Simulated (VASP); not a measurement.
Here is a VASP 6.6.1 calculation.

File INCAR:

```
ALGO = Normal ; EDIFF = 1E-6
ENCUT = 520 ; GGA = PE
ISIF = 2 ; ISMEAR = -1
LASPH = True ; LCHARG = False
LREAL = False ; LWAVE = False
NBANDS = 44 ; NELM = 100
PREC = Accurate ; SIGMA = 0.02
```

KPOINTS

```
k-points
0
Gamma
  6 6 6
```

Contents of POSCAR:

```
SiO2
1.0
   -4.5052534261      4.5052534261      2.6365045482
    4.5052534261     -4.5052534261      2.6365045482
    4.5052534261      4.5052534261     -2.6365045482
Si O
4 8
Direct
    0.1769301906      0.1769301906      0.3538603813
    0.8230698094      0.1769301906      0.0000000000
    0.1769301906      0.8230698094      0.0000000000
    0.8230698094      0.8230698094      0.6461396187
    0.5000000000      0.5000000000      0.5000000000
    0.0000000000      0.5000000000      0.0000000000
    0.5000000000      0.0000000000      0.0000000000
    0.0000000000      0.0000000000      0.5000000000
    0.0000000000      0.2094533123      0.2094533123
    0.7905466877      0.0000000000      0.7905466877
    0.2094533123      0.0000000000      0.2094533123
    0.0000000000      0.7905466877      0.7905466877
```

Potentials or basis: VASP PAW PBE potentials, release 64 (Si, O).

Command:

```bash
$ cat potpaw_PBE.64/Si/POTCAR potpaw_PBE.64/O/POTCAR > POTCAR
$ mpirun -np 1 vasp_std > vasp.out
```

Problem. Estimate the band gap on the k mesh.

Solution. 5.36 eV, indirect (the least direct gap lies 1.8 meV higher).

Problem. Predict the largest force.

Solution. 0.023 eV/Å.

Problem. What does it give for the pressure?

Solution. 0.0 GPa.

Forces on the atoms (eV/Å):
```
Si   0.016  0.016  0.000
Si   0.016 -0.016  0.000
Si  -0.016  0.016  0.000
Si  -0.016 -0.016  0.000
O    0.000  0.000  0.000
O    0.000  0.000  0.000
O    0.000  0.000  0.000
O    0.000  0.000  0.000
O   -0.012  0.000  0.000
O    0.000  0.012  0.000
O    0.000 -0.012  0.000
O    0.012  0.000  0.000
```

A k mesh can miss the band edges. Expect the measured gap to be larger: semilocal functionals such as PBE lack the derivative discontinuity.
